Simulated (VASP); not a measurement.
A run of VASP 6.6.1 is set up as follows.

Contents of INCAR:

```
SYSTEM = Ta8H
PREC = Accurate
ENCUT = 520
EDIFF = 1E-6
ISMEAR = 0
SIGMA = 0.1
LREAL = .FALSE.
LASPH = .TRUE.
NELM = 80
ALGO = Normal
ISIF = 2
LWAVE = .FALSE.
LCHARG = .TRUE.
LDIPOL = .TRUE.
IDIPOL = 3
DIPOL = 0.5 0.5 0.480
GGA = PE
IVDW = 12
LELF = .TRUE.
LVHAR = .TRUE.
LVACPOTAV = .TRUE.
NBANDS = 54
```

Contents of KPOINTS:

```
regular mesh
0
G
  6 6 1
  0 0 0
```

The input POSCAR:

```
Ta8H
1.0
    4.6456161668      0.0000000000      0.0000000000
   -2.3228080834      4.0232216167      0.0000000000
    0.0000000000      0.0000000000     25.6379770039
Ta H
8 1
Direct
    0.6666666667      0.3333333333      0.3315394190
    0.3333333333      0.6666666667      0.3685268315
    0.0000000000      0.0000000000      0.4055142438
    0.6666666667      0.3333333333      0.4425016562
    0.3333333333      0.6666666667      0.4762660038
    0.0000000000      0.0000000000      0.5198566660
    0.6666666667      0.3333333333      0.5522688407
    0.3333333333      0.6666666667      0.5789370640
    0.3333333333      0.8333333333      0.6434772780
```

Potentials or basis: VASP PAW PBE potentials, release 64 (Ta_pv, H).

Run with:

```sh
$ cat potpaw_PBE.64/Ta_pv/POTCAR potpaw_PBE.64/H/POTCAR > POTCAR
$ mpirun -np 1 vasp_std > vasp.out
```

(1) Estimate the largest force.

(2) Estimate the band gap on the k mesh.

(3) Estimate the dispersion energy per atom.

Answers

(1) 1.919 eV/Å.

(2) zero (an odd number of electrons rules out a gap without spin polarisation).

(3) -0.399 eV.

Caveat: spin-orbit coupling is left out, which moves the levels of the heavy elements.
